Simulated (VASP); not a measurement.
Here is a VASP 6.6.1 calculation.

File INCAR:

```
SYSTEM = ZnO
ALGO     = Normal         ! electronic algorithm
EDIFF    = 1E-6           ! SCF threshold, eV
ENCUT    = 520            ! plane-wave cutoff, eV
GGA      = PE             ! functional
ISIF     = 2              ! what is computed and relaxed
ISMEAR   = -1             ! smearing method
LASPH    = .True.         ! aspherical terms in the spheres
LCHARG   = .False.        ! write CHGCAR
LREAL    = .False.        ! projectors in reciprocal space
LWAVE    = .False.        ! write WAVECAR
NBANDS   = 26             ! bands
NELM     = 80             ! most SCF steps
PREC     = Accurate       ! precision mode
SIGMA    = 0.02           ! smearing width, eV
```

The input KPOINTS:

```
k-points
0
Gamma
  11 11 6
  0 0 0
```

Contents of POSCAR:

```
ZnO
1.0
    3.2921588739      0.0000000000      0.0000000000
   -1.6460794369      2.8510932180      0.0000000000
    0.0000000000      0.0000000000      5.2722789056
Zn O
2 2
Direct
    0.3333333333      0.6666666667      0.0000000000
    0.6666666667      0.3333333333      0.5000000000
    0.3333333333      0.6666666667      0.3821000000
    0.6666666667      0.3333333333      0.8821000000
```

Potentials or basis: VASP PAW PBE potentials, release 64 (Zn, O).

Run with:

```bash
$ cat potpaw_PBE.64/Zn/POTCAR potpaw_PBE.64/O/POTCAR > POTCAR
$ mpirun -np 1 vasp_std > vasp.out
```

(1) Estimate the largest force.

(2) What does it give for the pressure?

(3) Predict the band gap on the k mesh.

## Answers

(1) 0.032 eV/Å.

(2) 0.4 GPa.

(3) 0.73 eV.
